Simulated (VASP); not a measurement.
Wanted: the native input for a VASP 6.6.1 run.

| Property | Result |
| --- | --- |
| Task | single point |
| Functional | PBEsol |
| Potentials or basis | VASP PAW PBE potentials, release 64 (Sn_d, Se) |
| Cutoff | 520 eV |
| k mesh | 5 × 5 × 5 |
| Occupations | fermi-dirac, width 0.01 eV |
| Spin | no spin polarisation |
| Dipole correction | no |
| Further INCAR settings | ALGO = Normal; EDIFF = 1e-07; NBANDS = 17 |

The structure of SnSe lies in POSCAR:

```
SnSe
1.0
    0.0000000000      2.9696768802      2.9696768802
    2.9696768802      0.0000000000      2.9696768802
    2.9696768802      2.9696768802      0.0000000000
Sn Se
1 1
Direct
    0.0000000000      0.0000000000      0.0000000000
    0.5000000000      0.5000000000      0.5000000000
```

One way to write it, as run:

INCAR

```
SYSTEM = SnSe
  PREC = Accurate
  ENCUT = 520
  EDIFF = 1E-7
  ISMEAR = -1
  SIGMA = 0.01
  LREAL = .FALSE.
  LASPH = .TRUE.
  NELM = 60
  ALGO = Normal
  ISIF = 2
  LWAVE = .FALSE.
  LCHARG = .FALSE.
  GGA = PS
  NBANDS = 17
```

KPOINTS

```
Automatic mesh
0
G
  5 5 5
  0 0 0
```

Potentials or basis: VASP PAW PBE potentials, release 64 (Sn_d, Se).

Command:

```sh
$ cat potpaw_PBE.64/Sn_d/POTCAR potpaw_PBE.64/Se/POTCAR > POTCAR
$ mpirun -np 1 vasp_std > vasp.out
```

Results of the run:

* Pressure: 0.0 GPa

Caveat: the PAW data sets were made with another functional, which shifts forces and pressure a little.

Wall time 11 s on 1 thread of Intel Xeon 8259CL, on a shared host, peak memory 0.18 GiB.
